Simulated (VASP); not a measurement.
## ZnS: elastic constants with PBEsol

Crystal: ZnS.

```
Zn S
1.0
     0.00000    2.55681    2.55681
     2.55681    0.00000    2.55681
     2.55681    2.55681    0.00000
Zn S
1 1
Direct
  0.75000 0.75000 0.75000
  0.00000 0.00000 0.00000
```

- Program: VASP 6.6.1
- Task: elastic constants
- Functional: PBEsol
- Potentials or basis: VASP PAW PBE potentials, release 64 (Zn, S)
- Cutoff: 600 eV
- k mesh: 8 × 8 × 8
- Occupations: gaussian, width 0.01 eV
- Spin: no spin polarisation
- Dipole correction: no
- Ions in elastic constants: relaxed
- Further INCAR settings: ALGO = Normal; EDIFF = 1e-08; IBRION = 6; POTIM = 0.015; NSW = 1; ISIF = 3

```
Elastic constants C11, C12, C44                         : 148, 116, 44 GPa
Voigt bulk modulus                                      : 127 GPa
Highest phonon frequency at Γ, LO-TO splitting left out : 352 cm⁻¹
```

Phonon frequencies in cm⁻¹ (negative: imaginary):
```tsv
q point	frequencies
(0.000, 0.000, 0.000)	0 0 0 352 352 352
```

Elastic tensor in Voigt notation (GPa, in the Cartesian axes of the cell as first typed):
```
148 116 116   0   0   0
116 148 116   0   0   0
116 116 148   0   0   0
  0   0   0  44   0   0
  0   0   0   0  44   0
  0   0   0   0   0  44
```

Clamped-ion elastic tensor (GPa):
```
148 116 116   0   0   0
116 148 116   0   0   0
116 116 148   0   0   0
  0   0   0 120   0   0
  0   0   0   0 120   0
  0   0   0   0   0 120
```

Run time: 6.9 min on 1 thread of AMD EPYC 9R45 96-Core Processor (Zen 5), on a shared host, peak memory 0.26 GiB.

Caveat: the cell is under stress, which shifts elastic constants; the PAW data sets were made with another functional, which shifts forces and pressure a little.
